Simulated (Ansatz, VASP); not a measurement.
**One calculation of Te3As4, two programs**

Contents of INCAR:

```
PREC     = Accurate       # precision mode
ENCUT    = 500            # plane-wave cutoff, eV
EDIFF    = 1E-7           # SCF threshold, eV
ISMEAR   = 0              # smearing method
SIGMA    = 0.1            # smearing width, eV
LREAL    = F              # projectors in reciprocal space
LASPH    = T              # aspherical terms in the spheres
NELM     = 120            # most SCF steps
ALGO     = Normal         # electronic algorithm
ISIF     = 3              # what is computed and relaxed
LWAVE    = F              # write WAVECAR
LCHARG   = F              # write CHGCAR
GGA      = PE             # functional
IBRION   = 2              # ionic algorithm
NSW      = 100            # ionic steps
EDIFFG   = -0.01          # ionic threshold
GGA_COMPAT= F            
NELMIN   = 4
```

Contents of KPOINTS:

```
regular mesh
0
Gamma
  8 8 8
```

File POSCAR:

```
Te3As4
1.0
    5.8072219284      0.0000000000      0.0000000000
    0.0000000000      5.8072219284      0.0000000000
    0.0000000000      0.0000000000      5.8072219284
Te As
3 4
Direct
    0.0000000000      0.0000000000      0.5000000000
    0.5000000000      0.0000000000      0.0000000000
    0.0000000000      0.5000000000      0.0000000000
    0.3322978846      0.6677021154      0.3322978846
    0.6677021154      0.3322978846      0.3322978846
    0.3322978846      0.3322978846      0.6677021154
    0.6677021154      0.6677021154      0.6677021154
```

Input for Ansatz:

```yaml
crystal:
  lattice:
    - [5.8072219284, 0.0, 0.0]
    - [0.0, 5.8072219284, 0.0]
    - [0.0, 0.0, 5.8072219284]
  atoms:
    - { symbol: Te, position: [0.0, 0.0, 0.5] }
    - { symbol: Te, position: [0.5, 0.0, 0.0] }
    - { symbol: Te, position: [0.0, 0.5, 0.0] }
    - { symbol: As, position: [0.3322978846, 0.6677021154, 0.3322978846] }
    - { symbol: As, position: [0.6677021154, 0.3322978846, 0.3322978846] }
    - { symbol: As, position: [0.3322978846, 0.3322978846, 0.6677021154] }
    - { symbol: As, position: [0.6677021154, 0.6677021154, 0.6677021154] }
basis:
  ecutwfc: 420
kpoints:
  mp_grid: { grid: [8, 8, 8] }
hamiltonian:
  xc: pbe
scf:
  occupations: { method: gaussian, width: 0.1 }
output:
  forces: true
  stress: true
  eigenvalues: true
  write_density: true
  write_potential: true
  elf: true
  volumetric_format: npy
relax:
  adjacent_minimum: "off"
  f_tol: 0.01
  max_steps: 80
  cell: { stress_tol: 0.05 }
```

Change from the starting cell: species swapped into the Sn3As4 type (P-43m, No. 215).

Alike in both runs: task relaxation of cell and atoms; functional PBE; k mesh 8 × 8 × 8; occupations gaussian, width 0.1 eV; no spin polarisation.

|  | VASP | Ansatz |
| --- | --- | --- |
| version | VASP 6.6.1 | Ansatz 0.2.0 |
| potentials or method | VASP PAW PBE potentials, release 64 (Te, As), cutoff 500 eV | scalar-relativistic, plane waves, PAW |
| valence electrons in the cell | 38 | 108 |

|  | VASP | Ansatz | Ansatz less VASP |
| --- | --- | --- | --- |
| gap on the k mesh at the Fermi level, each at its own relaxed structure (eV) | none | none | - |
| relaxed volume (Å³/atom) | 28.09 | 28.06 | -0.030 |
| relaxed cell length with the largest relative difference (Å) | 5.815 | 5.813 | -0.0021 |

A gap of «none» marks a metal or a gap that the smearing closes. VASP's potentials hold 38 valence electrons a cell and Ansatz's 108, so a difference there can come from the potentials and not from the codes.

Neither program's run includes spin-orbit coupling.
